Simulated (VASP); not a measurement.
# Pd (Fm-3m) in VASP: notebook

The runs below take Pd through single point, with LDA.

All numbers are computed with VASP 6.6.1; they aren't measurements. Logs are shortened: lines on timing, memory, paths and dates and some standing lists are left out, and cuts for length are marked.

## Step 1: The cell of the first run

Symmetry: Fm-3m, No. 225, cubic system. Conventional cell: a = 3.378 Å, b = 3.378 Å, c = 3.378 Å, α = 90.00°, β = 90.00°, γ = 90.00°. Within 3.2 Å of Pd (site symmetry m-3m) lie 12 Pd at 2.39 Å.

## Step 2: Single point, LDA (volume scaled by 0.68)

The input, INCAR:

```
SYSTEM = Pd
PREC     = Accurate       ! precision mode
ENCUT    = 520            ! plane-wave cutoff, eV
EDIFF    = 1E-7           ! SCF threshold, eV
ISMEAR   = -1             ! smearing method
SIGMA    = 0.1            ! smearing width, eV
LREAL    = .FALSE.        ! projectors in reciprocal space
LASPH    = .TRUE.         ! aspherical terms in the spheres
NELM     = 60             ! most SCF steps
ALGO     = Normal         ! electronic algorithm
ISIF     = 2              ! what is computed and relaxed
LWAVE    = .FALSE.        ! write WAVECAR
LCHARG   = .FALSE.        ! write CHGCAR
NBANDS   = 11             ! bands
```

The input, KPOINTS:

```
regular mesh
0
G
  17 17 17
  0 0 0
```

The input, POSCAR:

```
Pd
1.0
    0.0000000000      1.6889757917      1.6889757917
    1.6889757917      0.0000000000      1.6889757917
    1.6889757917      1.6889757917      0.0000000000
Pd
1
Direct
    0.0000000000      0.0000000000      0.0000000000
```

Potentials or basis: VASP PAW LDA potentials, release 64 (Pd).

Run with:

```
> cat potpaw_LDA.64/Pd/POTCAR > POTCAR
> mpirun -np 1 vasp_std > vasp.out
```

OUTCAR:

```text
SYSTEM = Pd
   PREC = Accurate
   ENCUT = 520
   EDIFF = 1E-7
   ISMEAR = -1
   LREAL = .FALSE.
   LASPH = .TRUE.
   NELM = 60
   ISIF = 2

 ion  position               nearest neighbor table
   1  0.000  0.000  0.000-

  LATTYP: Found a face centered cubic cell.
 ALAT       =     3.3779515834

  Lattice vectors:

 A1 = (   0.0000000000,   1.6889757917,   1.6889757917)
 A2 = (   1.6889757917,   0.0000000000,   1.6889757917)
 A3 = (   1.6889757917,   1.6889757917,   0.0000000000)

Analysis of symmetry for initial positions (statically):
=====================================================================
 Subroutine PRICEL returns:
 Original cell was already a primitive cell.

 Routine SETGRP: Setting up the symmetry group for a
 face centered cubic supercell.

 Subroutine GETGRP returns: Found 48 space group operations
 (whereof 48 operations were pure point group operations)
 out of a pool of 48 trial point group operations.

The static configuration has the point symmetry O_h .

Analysis of symmetry for dynamics (positions and initial velocities):
=====================================================================
 Subroutine PRICEL returns:
 Original cell was already a primitive cell.

 Routine SETGRP: Setting up the symmetry group for a
 face centered cubic supercell.

 Subroutine GETGRP returns: Found 48 space group operations
 (whereof 48 operations were pure point group operations)
 out of a pool of 48 trial point group operations.

The dynamic configuration has the point symmetry O_h .

 Subroutine INISYM returns: Found 48 space group operations
 (whereof 48 operations are pure point group operations),
 and found     1 'primitive' translations

----------------------------------------------------------------------------------------

                                     Primitive cell

  volume of cell :       9.6361

  direct lattice vectors                    reciprocal lattice vectors
     0.000000000  1.688975792  1.688975792    -0.296037399  0.296037399  0.296037399
     1.688975792  0.000000000  1.688975792     0.296037399 -0.296037399  0.296037399
     1.688975792  1.688975792  0.000000000     0.296037399  0.296037399 -0.296037399

  length of vectors
     2.388572471  2.388572471  2.388572471     0.512751816  0.512751816  0.512751816

  position of ions in fractional coordinates (direct lattice)
     0.000000000  0.000000000  0.000000000

  ion indices of the primitive-cell ions
   primitive index   ion index
                 1           1

----------------------------------------------------------------------------------------

 KPOINTS: regular mesh

Automatic generation of k-mesh.
 Grid dimensions read from file:
 generate k-points for:   17   17   17

 Generating k-lattice:

  Cartesian coordinates                     Fractional coordinates (reciprocal lattice)
    -0.017413965  0.017413965  0.017413965     0.058823529  0.000000000  0.000000000
     0.017413965 -0.017413965  0.017413965     0.000000000  0.058823529  0.000000000
     0.017413965  0.017413965 -0.017413965     0.000000000  0.000000000  0.058823529

  Length of vectors
     0.030161872  0.030161872  0.030161872

  Shift w.r.t. Gamma in fractional coordinates (k-lattice)
     0.000000000  0.000000000  0.000000000

 Subroutine IBZKPT returns following result:
 ===========================================

 Found    165 irreducible k-points:

 Following reciprocal coordinates:
            Coordinates               Weight
  0.000000  0.000000  0.000000      1.000000
  0.058824  0.000000  0.000000      8.000000
  0.117647  0.000000  0.000000      8.000000
  0.176471  0.000000  0.000000      8.000000
  0.235294  0.000000  0.000000      8.000000
  0.294118  0.000000  0.000000      8.000000
[... 16 lines left out ...]
 -0.176471  0.058824  0.000000     24.000000
 -0.117647  0.058824  0.000000     24.000000
 [... further k-points ...]
   k-points           NKPTS =    165   k-points in BZ     NKDIM =    165   number of bands    NBANDS=     11
   number of dos      NEDOS =    301   number of ions     NIONS =      1
   total plane-waves  NPLWV =   5832
   dimension x,y,z NGX =    18 NGY =   18 NGZ =   18
   dimension x,y,z NGXF=    36 NGYF=   36 NGZF=   36
   ions per type =               1
   NGX,Y,Z   is equivalent  to a cutoff of  12.53, 12.53, 12.53 a.u.
   NGXF,Y,Z  is equivalent  to a cutoff of  25.06, 25.06, 25.06 a.u.
 SYSTEM =  Pd
   PREC   = accura    normal or accurate (medium, high low for compatibility)
   ISTART =      0    job   : 0-new  1-cont  2-samecut
   ICHARG =      2    charge: 1-file 2-atom 10-const
   ISPIN  =      1    spin polarized calculation?
   LNONCOLLINEAR =      F non collinear calculations
   LSORBIT =      F    spin-orbit coupling
   LASPH  =      T    aspherical Exc in radial PAW
   ENCUT  =  520.0 eV  38.22 Ry    6.18 a.u.   4.44  4.44  4.44*2*pi/ulx,y,z
   NELM   =     60;   NELMIN=  2; NELMDL= -5     # of ELM steps
   EDIFF  = 0.1E-06   stopping-criterion for ELM
   LREAL  =      F    real-space projection
   EDIFFG = 0.1E-05   stopping-criterion for IOM
   NSW    =      0    number of steps for IOM
   IBRION =     -1    ionic relax: 0-MD 1-quasi-New 2-CG
   NFREE  =      0    steps in history (QN), initial steepest desc. (CG)
   ISIF   =      2    stress and relaxation
   ISYM   =      2    0-nonsym 1-usesym 2-fastsym
   POTIM  = 0.5000    time-step for ionic-motion
   TEBEG  =    0.0;   TEEND  =   0.0 temperature during run
   PSTRESS=    0.0 pullay stress
   NELECT =      10.0000    total number of electrons
   NUPDOWN=      -1.0000    fix difference up-down
   EMIN   =  10.00;   EMAX   =-10.00  energy-range for DOS
   EFERMI =   0.00;   METHOD = LEGACY
   ISMEAR =    -1;   SIGMA  =   0.10  broadening in eV -4-tet -1-fermi 0-gaus
   EFERMI_NEDOS =   21; number of points for ismear=-14 and -15
   IALGO  =     38    algorithm
   IMIX   =      4    mixing-type and parameters
     AMIX     =   0.40;   BMIX     =  1.00
     AMIX_MAG =   1.60;   BMIX_MAG =  1.00
  volume/ion in A,a.u.               =       9.64        65.03
  Fermi-wavevector in a.u.,A,eV,Ry     =   1.657454  3.132133 37.377283  2.747153
  Thomas-Fermi vector in A             =   2.745204
   LORBIT       =      0    0 simple, 1 ext, 2 COOP (PROOUT), +10 PAW based schemes
   GGA     = CA    functional components
   LHFCALC =     F    Hartree Fock is set to
   AEXX    =    0.0000 exact exchange contribution
   IVDW    =     0    specifies the selected vdW correction
   LEPSILON=     F    determine dielectric tensor
   LRPA    =     F    only Hartree local field effects (RPA)
 non-spin polarized calculation
  energy-cutoff  :      520.00
  volume of cell :        9.64
 maximum number of plane-waves:       273
 NGX is ok and might be reduce to    18
   NGX =  9   NGY =  9   NGZ =  9

 number of electron      10.0000000 magnetization

 number of electron       9.9999996 magnetization

 Free energy of the ion-electron system (eV)
  ---------------------------------------------------
  ext. energy  EPLUGINS =         0.00000000
  ---------------------------------------------------
  free energy    TOTEN  =        -4.22071804 eV

  energy without entropy =       -4.18067743  energy(sigma->0) =       -4.20069774

 E-fermi :  18.9841     XC(G=0): -16.2735

 val. band max:       18.9804242735   @ k =   0.4118   0.2941   0.0000
 cond. band min:      18.9925978188   @ k =  -0.1765   0.1765   0.0000
 fundamental gap:      0.0121735453
 Fermi energy:        18.9841188219

 k-point     1 :       0.0000    0.0000    0.0000
  band No.  band energies     occupation
      1       7.9358      2.00000
      2      13.3173      2.00000
      3      13.3173      2.00000
      4      13.3173      2.00000
      5      16.5668      2.00000
      6      16.5668      2.00000
      7      34.9799      0.00000
      8      42.4081      0.00000
      9      42.4081      0.00000
     10      42.4081      0.00000
     11      42.7890      0.00000

 k-point     2 :       0.0588    0.0000    0.0000
  band No.  band energies     occupation
      1       8.1261      2.00000
      2      13.2195      2.00000
      3      13.3993      2.00000
      4      13.3993      2.00000
      5      16.5120      2.00000
      6      16.5120      2.00000
      7      35.3117      0.00000
      8      41.5206      0.00000
      9      42.7272      0.00000
     10      42.7272      0.00000
     11      42.8047      0.00000

 k-point     3 :       0.1176    0.0000    0.0000
  band No.  band energies     occupation
      1       8.6530      2.00000
      2      12.9956      2.00000
      3      13.6096      2.00000
      4      13.6096      2.00000
      5      16.3970      2.00000
      6      16.3970      2.00000
      7      36.2099      0.00000
      8      39.7756      0.00000
      9      42.8063      0.00000
     10      43.6550      0.00000
     11      43.6550      0.00000

 k-point     4 :       0.1765    0.0000    0.0000
  band No.  band energies     occupation
      1       9.3391      2.00000
      2      12.8785      2.00000
      3      13.8257      2.00000
      4      13.8257      2.00000
      5      16.3738      2.00000
      6      16.3738      2.00000
      7      37.1615      0.00000
      8      38.1983      0.00000
      9      42.8040      0.00000
     10      45.1078      0.00000
     11      45.1078      0.00000

 k-point     5 :       0.2353    0.0000    0.0000
  band No.  band energies     occupation
      1       9.7893      2.00000
      2      13.3051      2.00000
      3      13.8731      2.00000
      4      13.8731      2.00000
      5      16.6400      2.00000
      6      16.6400      2.00000
      7      36.0483      0.00000
      8      38.5213      0.00000
      9      42.8035      0.00000
     10      46.9482      0.00000
     11      46.9482      0.00000
[... 211 lines left out ...]
 k-point    21 :      -0.2941    0.0588    0.0000
  band No.  band energies     occupation
      1       9.8655      2.00000
      2      13.5616      2.00000
      3      13.7435      2.00000
      4      14.6219      2.00000
      5      16.9716      2.00000
      6      18.3519      1.99642
      7      34.3209      0.00000
      8      37.9329      0.00000
      9      42.8115      0.00000
     10      45.6527      0.00000
     11      48.0953      0.00000

 k-point    22 :      -0.2353    0.0588    0.0000
  band No.  band energies     occupation
      1       9.9992      2.00000
      2      13.2599      2.00000
      3      13.9148      2.00000
      4      13.9533      2.00000
      5      16.2869      2.00000
      6      17.5185      2.00000
      7      35.7640      0.00000
      8      38.7312      0.00000
      9      42.8014      0.00000
     10      45.9934      0.00000
     11      47.4956      0.00000

 k-point    23 :      -0.1765    0.0588    0.0000
  band No.  band energies     occupation
      1       9.7042      2.00000
      2      12.7076      2.00000
      3      13.9623      2.00000
      4      13.9706      2.00000
      5      15.9532      2.00000
      6      16.9344      2.00000
      7      37.2257      0.00000
      8      38.2825      0.00000
      9      42.8010      0.00000
     10      44.5562      0.00000
     11      46.5514      0.00000

 k-point    24 :      -0.1176    0.0588    0.0000
  band No.  band energies     occupation
      1       9.0358      2.00000
      2      12.7704      2.00000
      3      13.7504      2.00000
      4      13.8306      2.00000
      5      16.0310      2.00000
      6      16.6657      2.00000
      7      36.8525      0.00000
      8      39.1434      0.00000
      9      42.8054      0.00000
     10      43.3721      0.00000
     11      44.8081      0.00000

 [... further k-points ...]

------------------------ aborting loop because EDIFF is reached ----------------------------------------

  FORCE on cell =-STRESS in cart. coord.  units (eV):
  Direction    XX          YY          ZZ          XY          YZ          ZX
  --------------------------------------------------------------------------------------
  -------------------------------------------------------------------------------------
  Total       14.4563322     14.4563322     14.4563322      0.0000000      0.0000000      0.0000000
  in kB     2403.6345235   2403.6345235   2403.6345235      0.0000000      0.0000000      0.0000000
  external PRESSURE =    2403.6345235 kB  Pullay stress =       0.0000000 kB

 VOLUME and BASIS-vectors are now :
 -----------------------------------------------------------------------------
  energy-cutoff  :      520.00
  volume of cell :        9.64
      direct lattice vectors                 reciprocal lattice vectors
     0.000000000  1.688975792  1.688975792    -0.296037399  0.296037399  0.296037399
     1.688975792  0.000000000  1.688975792     0.296037399 -0.296037399  0.296037399
     1.688975792  1.688975792  0.000000000     0.296037399  0.296037399 -0.296037399

 POSITION                                       TOTAL-FORCE (eV/Angst)
 -----------------------------------------------------------------------------------
      0.00000      0.00000      0.00000         0.000000      0.000000      0.000000
 -----------------------------------------------------------------------------------
    total drift:                                0.000000     -0.000000     -0.000000

  FREE ENERGIE OF THE ION-ELECTRON SYSTEM (eV)
  ---------------------------------------------------
  free  energy   TOTEN  =        -4.2207180360 eV

  energy  without entropy=       -4.1806774346  energy(sigma->0) =       -4.20069774
```

It took 13 s on 1 thread of Intel Xeon 6975P-C, shared host; peak memory 0.13 GiB.

What came out:

```
Free energy            : -4.2207 eV
Pressure               : 240.4 GPa
Band gap on the k mesh : zero (band 5 reaches 19.62 eV, above the bottom of band 6 at 16.37 eV)
```

Levels at points of the mesh, in eV from the Fermi level:
| k point | band 3 | band 4 | band 5 | band 6 | band 7 | band 8 |
| --- | --- | --- | --- | --- | --- | --- |
| (0.00, 0.00, 0.00) | -5.67 | -5.67 | -2.42 | -2.42 | 16.00 | 23.42 |

(Continued in part 2 of 2.)
